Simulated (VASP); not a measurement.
Input of a VASP 6.6.1 run:

INCAR

```
SYSTEM = LaIr5
PREC     = Accurate       ! precision mode
ENCUT    = 520            ! plane-wave cutoff, eV
EDIFF    = 1E-6           ! SCF threshold, eV
ISMEAR   = -1             ! smearing method
SIGMA    = 0.1            ! smearing width, eV
LREAL    = .FALSE.        ! projectors in reciprocal space
LASPH    = .TRUE.         ! aspherical terms in the spheres
NELM     = 60             ! most SCF steps
ALGO     = Normal         ! electronic algorithm
ISIF     = 2              ! what is computed and relaxed
LWAVE    = .FALSE.        ! write WAVECAR
LCHARG   = .TRUE.         ! write CHGCAR
GGA      = CA             ! functional
LELF     = .TRUE.         ! ELF
LVHAR    = .TRUE.       
NBANDS   = 37             ! bands
```

KPOINTS

```
Automatic mesh
0
G
  5 5 6
  0 0 0
```

Contents of POSCAR:

```
LaIr5
1.0
    5.3367014341      0.0000000000      0.0000000000
   -2.6683507171      4.6217192132      0.0000000000
    0.0000000000      0.0000000000      4.1752132111
La Ir
1 5
Direct
    0.0000000000      0.0000000000      0.0000000000
    0.5000000000      0.0000000000      0.5000000000
    0.5000000000      0.5000000000      0.5000000000
    0.0000000000      0.5000000000      0.5000000000
    0.3333333333      0.6666666667      0.0000000000
    0.6666666667      0.3333333333      0.0000000000
```

Potentials or basis: VASP PAW LDA potentials, release 64 (La, Ir).

Launch:

```console
$ cat potpaw_LDA.64/La/POTCAR potpaw_LDA.64/Ir/POTCAR > POTCAR
$ mpirun -np 1 vasp_std > vasp.out
```

Predict the pressure.

3.1 GPa.

What does it give for the band gap on the k mesh?

Zero (bands 28 and 29 overlap by 1.12 eV).

Stress tensor (GPa, compression positive):
```
-0.15  0.00  0.00
 0.00 -0.15  0.00
 0.00  0.00  9.60
```

Caveat: the cell stands under pressure; spin-orbit coupling is left out, which moves the levels of the heavy elements.
